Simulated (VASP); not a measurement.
The system is WC.

```xyz
2
Lattice="2.8151 0.0000 0.0000 0.0000 2.8151 0.0000 0.0000 0.0000 3.8566" Properties=species:S:1:pos:R:3 pbc="T T T"
W     0.0000    0.0000    0.0000
C     1.4075    1.4075    1.9283
```

* Program: VASP 6.6.1
* Task: relaxation of cell and atoms
* Functional: PBE
* Potentials or basis: VASP PAW PBE potentials, release 64 (W_sv, C)
* Cutoff: 600 eV
* k mesh: 6 × 6 × 4
* Occupations: gaussian, width 0.1 eV
* Spin: no spin polarisation

At the start: pressure -43.5 GPa; volume 15.28 Å³/atom.

Problem. How do energy, volume and symmetry change on relaxing?

Solution. Over 10 steps the energy falls by 1950.1 meV/atom and the volume is 10.17 Å³/atom (-33.4 %); space group Pm-3m (No. 221, to 0.05 Å).

The path:
```tsv
step	energy change (eV)	largest force (eV/Å)	pressure (GPa)	volume (Å³)
1	0.0000	0.0000	-43.51	30.56
2	-1.0981	0.0000	183.83	15.47
3	-2.6072	0.0000	17.38	20.07
4	-1.9313	0.0000	147.61	16.13
5	-3.3814	0.0000	49.59	18.31
6	-3.3882	0.0000	53.14	18.20
7	-3.8498	0.0000	-14.16	21.27
8	-3.8989	0.0000	-1.86	20.47
9	-3.8989	0.0000	-1.04	20.42
10	-3.9001	0.0000	0.47	20.34
```

Final structure:
```
W C
1.0
     2.72161    0.00000    0.00000
     0.00000    2.72161    0.00000
     0.00000    0.00000    2.74606
W C
1 1
Direct
  0.00000 0.00000 0.00000
  0.50000 0.50000 0.50000
```

Caveat: the k points lie up to 0.57 Å⁻¹ apart in the final cell; the volume moved by over 15 % at a fixed basis, so the end points are rough.
